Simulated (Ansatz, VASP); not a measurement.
# Ca3WN4: VASP beside Ansatz

```
Ca W N
1.0
     5.02145    0.00000    0.00000
     0.00000    5.02145    0.00000
     0.00000    0.00000    5.02145
Ca W N
3 1 4
Direct
  0.50000 0.00000 0.00000
  0.00000 0.50000 0.00000
  0.00000 0.00000 0.50000
  0.50000 0.50000 0.50000
  0.00000 0.50000 0.50000
  0.50000 0.00000 0.50000
  0.50000 0.50000 0.00000
  0.00000 0.00000 0.00000
```

Alike in both runs: task single point; functional PBE; k mesh 4 × 4 × 4; occupations gaussian, width 0.1 eV; no spin polarisation.

|  | VASP | Ansatz |
| --- | --- | --- |
| version | VASP 6.6.1 | Ansatz 0.2.0 |
| potentials or method | VASP PAW PBE potentials, release 64 (Ca_sv, W_sv, N), cutoff 520 eV | scalar-relativistic, plane waves, PAW |
| valence electrons in the cell | 64 | 64 |

```tsv
	VASP	Ansatz	Ansatz less VASP
gap on the k mesh at the Fermi level (eV)	none	none	-
pressure (GPa)	-20.4	-20.7	-0.30
```

A gap of «none» marks a metal or a gap that the smearing closes.

Spin-orbit coupling is off throughout.
